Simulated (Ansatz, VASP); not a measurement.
**Two plane-wave programs on SnO**

Contents of INCAR:

```
  ALGO = Normal
  EDIFF = 1E-6
  ENCUT = 520
  GGA = PS
  ISIF = 2
  ISMEAR = 0
  LASPH = T
  LCHARG = T
  LELF = T
  LREAL = F
  LVHAR = T
  LWAVE = F
  NBANDS = 28
  NELM = 100
  PREC = Accurate
  SIGMA = 0.15
```

Contents of KPOINTS:

```
k-points
0
Gamma
  10 10 8
```

Contents of POSCAR:

```
SnO
1.0
    3.6711000000      0.0000000000      0.0000000000
    0.0000000000      3.6711000000      0.0000000000
    0.0000000000      0.0000000000      4.7505758764
Sn O
2 2
Direct
    0.0000000000      0.5000000000      0.2424656060
    0.5000000000      0.0000000000      0.7575343940
    0.0000000000      0.0000000000      0.0000000000
    0.5000000000      0.5000000000      0.0000000000
```

Input for Ansatz:

```yaml
crystal:
  lattice:
    - [3.6711, 0.0, 0.0]
    - [0.0, 3.6711, 0.0]
    - [0.0, 0.0, 4.7505758764]
  atoms:
    - { symbol: Sn, position: [0.0, 0.5, 0.242465606] }
    - { symbol: Sn, position: [0.5, 0.0, 0.757534394] }
    - { symbol: O, position: [0.0, 0.0, 0.0] }
    - { symbol: O, position: [0.5, 0.5, 0.0] }
basis:
  ecutwfc: 520.0
kpoints:
  mp_grid: { grid: [10, 10, 8] }
hamiltonian:
  xc: pbesol
  pseudopotentials: { kind: paw, azcp: { folder: soft_1 } }
scf:
  occupations: { method: gaussian, width: 0.15 }
output:
  forces: true
  stress: true
  eigenvalues: true
```

Alike in both runs: task single point; functional PBEsol; k mesh 10 × 10 × 8; occupations gaussian, width 0.15 eV; no spin polarisation.

|  | VASP | Ansatz |
| --- | --- | --- |
| version | VASP 6.6.1 | Ansatz 0.2.0 |
| potentials or method | VASP PAW PBE potentials, release 64 (Sn_d, O), cutoff 520 eV | scalar-relativistic, plane waves, PAW |
| valence electrons in the cell | 40 | 40 |

|  | VASP | Ansatz | Ansatz less VASP |
| --- | --- | --- | --- |
| gap on the k mesh at the Fermi level (eV) | none | none | - |
| pressure (GPa) | 9.2 | 8.7 | -0.45 |
| traceless stress, the component that is largest in VASP (GPa) | -3.17 | -3.17 | +0.001 |
| rms of the force components (eV/Å) | 0.438 | 0.390 | -0.0480 |

VASP's potentials were made for PBE, not for PBEsol, and Ansatz warns of the same on its side. Atom by atom the forces differ by 0.048 eV/Å (rms over components). A gap of «none» marks a metal or a gap that the smearing closes.
